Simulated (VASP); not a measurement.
# TaN (P6_3/mmc) in VASP: a series of runs, part 2 of 2

VASP 6.6.1. Earlier steps stand in the parts before.

## (5) Single point, PBE

This run uses another cell than the first one: it holds 8 atoms, not 4.

Contents of INCAR:

```
SYSTEM = TaN
ALGO     = Normal         ! electronic algorithm
EDIFF    = 1E-7           ! SCF threshold, eV
ENCUT    = 520            ! plane-wave cutoff, eV
GGA      = PE             ! functional
ISIF     = 2              ! what is computed and relaxed
ISMEAR   = 0              ! smearing method
LASPH    = .TRUE.         ! aspherical terms in the spheres
LCHARG   = .TRUE.         ! write CHGCAR
LELF     = .TRUE.         ! ELF
LREAL    = .FALSE.        ! projectors in reciprocal space
LVHAR    = .TRUE.       
LWAVE    = .FALSE.        ! write WAVECAR
NBANDS   = 42             ! bands
NELM     = 60             ! most SCF steps
PREC     = Accurate       ! precision mode
SIGMA    = 0.1            ! smearing width, eV
```

Contents of KPOINTS:

```
k-points
0
G
  12 12 5
  0 0 0
```

Contents of POSCAR:

```
TaN
1.0
    2.9825531360      0.0000000000      0.0000000000
   -1.4912765680      2.5829667840      0.0000000000
    0.0000000000      0.0000000000     11.1976440877
Ta N
4 4
Direct
    0.0000000000      0.0000000000      0.0000000000
    0.3333333333      0.6666666667      0.2500000000
    0.0000000000      0.0000000000      0.5000000000
    0.6666666667      0.3333333333      0.7500000000
    0.6666666667      0.3333333333      0.1290603081
    0.6666666667      0.3333333333      0.3709396919
    0.3333333333      0.6666666667      0.6290603081
    0.3333333333      0.6666666667      0.8709396919
```

Potentials or basis: VASP PAW PBE potentials, release 64 (Ta_pv, N).

The run is started by

```
$ cat potpaw_PBE.64/Ta_pv/POTCAR potpaw_PBE.64/N/POTCAR > POTCAR
$ mpirun -np 1 vasp_std > vasp.out
```

OUTCAR:

```text
SYSTEM = TaN
   EDIFF = 1E-7
   ENCUT = 520
   GGA = PE
   ISIF = 2
   ISMEAR = 0
   LASPH = .TRUE.
   LREAL = .FALSE.
   NELM = 60
   PREC = Accurate

 ion  position               nearest neighbor table
   1  0.000  0.000  0.000-   5 2.25   8 2.25   5 2.25   8 2.25   5 2.25   8 2.25   2 3.29   4 3.29
                             2 3.29   4 3.29   4 3.29   2 3.29
   2  0.333  0.667  0.250-   5 2.19   6 2.19   5 2.19   6 2.19   5 2.19   6 2.19   1 3.29   3 3.29
                             1 3.29   3 3.29   1 3.29   3 3.29
   3  0.000  0.000  0.500-   6 2.25   7 2.25   6 2.25   7 2.25   6 2.25   7 2.25   2 3.29   4 3.29
                             2 3.29   4 3.29   4 3.29   2 3.29
   4  0.667  0.333  0.750-   7 2.19   8 2.19   7 2.19   8 2.19   7 2.19   8 2.19   1 3.29   3 3.29
                             1 3.29   3 3.29   1 3.29   3 3.29
   5  0.667  0.333  0.129-   2 2.19   2 2.19   2 2.19   1 2.25   1 2.25   1 2.25
   6  0.667  0.333  0.371-   2 2.19   2 2.19   2 2.19   3 2.25   3 2.25   3 2.25
   7  0.333  0.667  0.629-   4 2.19   4 2.19   4 2.19   3 2.25   3 2.25   3 2.25
   8  0.333  0.667  0.871-   4 2.19   4 2.19   4 2.19   1 2.25   1 2.25   1 2.25

  LATTYP: Found a hexagonal cell.
 ALAT       =     2.9825531360
 C/A-ratio  =     3.7543820938

  Lattice vectors:

[... 197 lines left out ...]
 fundamental gap:      0.0171789402
 Fermi energy:         8.9844372964

 k-point     1 :       0.0000    0.0000    0.0000
  band No.  band energies     occupation
      1     -27.2591      2.00000
      2     -27.0185      2.00000
      3     -26.9237      2.00000
      4     -26.6655      2.00000
      5     -26.3840      2.00000
      6     -26.3840      2.00000
[... 1069 lines left out ...]
     41      12.3604      0.00000
     42      12.6320      0.00000

 [... further k-points ...]
[... 5 lines left out ...]
  --------------------------------------------------------------------------------------
  -------------------------------------------------------------------------------------
  Total        0.3888610      0.3888610      0.4856175      0.0000000      0.0000000      0.0000000
  in kB        7.2222290      7.2222290      9.0192670      0.0000000      0.0000000      0.0000000
  external PRESSURE =       7.8212417 kB  Pullay stress =       0.0000000 kB

 VOLUME and BASIS-vectors are now :
 -----------------------------------------------------------------------------
  energy-cutoff  :      520.00
  volume of cell :       86.26
      direct lattice vectors                 reciprocal lattice vectors
     2.982553136  0.000000000  0.000000000     0.335283214  0.193575854  0.000000000
    -1.491276568  2.582966784  0.000000000     0.000000000  0.387151707  0.000000000
     0.000000000  0.000000000 11.197644088     0.000000000  0.000000000  0.089304499

 POSITION                                       TOTAL-FORCE (eV/Angst)
 -----------------------------------------------------------------------------------
      0.00000      0.00000      0.00000         0.000000      0.000000      0.000000
     -0.00000      1.72198      2.79941         0.000000     -0.000000     -0.000000
      0.00000      0.00000      5.59882         0.000000      0.000000      0.000000
      1.49128      0.86099      8.39823         0.000000      0.000000     -0.000000
      1.49128      0.86099      1.44517        -0.000000      0.000000     -0.012527
      1.49128      0.86099      4.15365        -0.000000      0.000000      0.012527
     -0.00000      1.72198      7.04399         0.000000     -0.000000     -0.012527
     -0.00000      1.72198      9.75247         0.000000     -0.000000      0.012527
 -----------------------------------------------------------------------------------
    total drift:                               -0.000000      0.000000      0.000000

  FREE ENERGIE OF THE ION-ELECTRON SYSTEM (eV)
  ---------------------------------------------------
  free  energy   TOTEN  =       -87.8164615810 eV

  energy  without entropy=      -87.8003036759  energy(sigma->0) =      -87.80838263
```

stdout:

```text
POSCAR found type information on POSCAR TaN
 POSCAR found :  2 types and       8 ions
 scaLAPACK will be used
 LDA part: xc-table for (Slater+PW92), standard interpolation
 POSCAR, INCAR and KPOINTS ok, starting setup
 FFT: planning ... GRIDC
 FFT: planning ... GRID_SOFT
 FFT: planning ... GRID
 WAVECAR not read
 entering main loop
```

Run time: 3.5 min. Hardware: 1 thread of AMD EPYC 7R43 (Zen 3), shared host; peak memory 0.28 GiB.

What came out:

| Property | Result |
| --- | --- |
| Free energy | -87.8165 eV |
| Pressure | 0.8 GPa |
| Largest force | 0.013 eV/Å |
| Band gap on the k mesh | zero (band 32 reaches 9.28 eV, above the bottom of band 33 at 8.45 eV) |

Forces on the atoms (eV/Å):
```
Ta   0.000  0.000  0.000
Ta   0.000  0.000  0.000
Ta   0.000  0.000  0.000
Ta   0.000  0.000  0.000
N    0.000  0.000 -0.013
N    0.000  0.000  0.013
N    0.000  0.000 -0.013
N    0.000  0.000  0.013
```

Stress tensor (GPa, compression positive):
```
0.72 0.00 0.00
0.00 0.72 0.00
0.00 0.00 0.90
```

Levels at points of the mesh, in eV from the Fermi level:
```tsv
k point	band 29	band 30	band 31	band 32	band 33	band 34	band 35	band 36
(0.00, 0.00, 0.00)	-3.27	-1.09	-1.09	-0.36	-0.31	0.17	0.17	0.82
(0.50, 0.00, 0.00)	-3.89	-2.41	-1.67	0.24	2.21	2.70	3.15	3.20
```

Caveat: spin-orbit coupling is left out, which moves the levels of the heavy elements.

## (6) The runs side by side

| cell | k mesh | gap on the mesh (eV) | pressure (GPa) | largest force (eV/Å) |
| --- | --- | --- | --- | --- |
| a = 2.967, b = 2.967, c = 5.632 Å, angles 90.0, 90.0, 120.0°, 4 atoms | 12 × 12 × 9 | none | 0.8 | - |
| a = 2.918, b = 2.918, c = 5.914 Å, angles 90.0, 90.0, 120.0°, 4 atoms | 12 × 12 × 9 | none | 0.7 | - |
| a = 2.983, b = 2.983, c = 11.197 Å, angles 90.0, 90.0, 120.0°, 8 atoms | 12 × 12 × 5 | none | 0.8 | 0.01 |
| a = 2.983, b = 2.983, c = 11.198 Å, angles 90.0, 90.0, 120.0°, 8 atoms | 12 × 12 × 5 | none | 0.8 | 0.01 |

Alike in all rows: task single point; level PBE; potentials or basis VASP PAW PBE potentials, release 64 (Ta_pv, N); no spin polarisation; cutoff (eV) 520; smearing gaussian 0.1 eV.

Caveats: spin-orbit coupling is left out, which moves the levels of the heavy elements.

Total energies depend on the potentials used, so only differences within one code and one set of settings carry meaning.
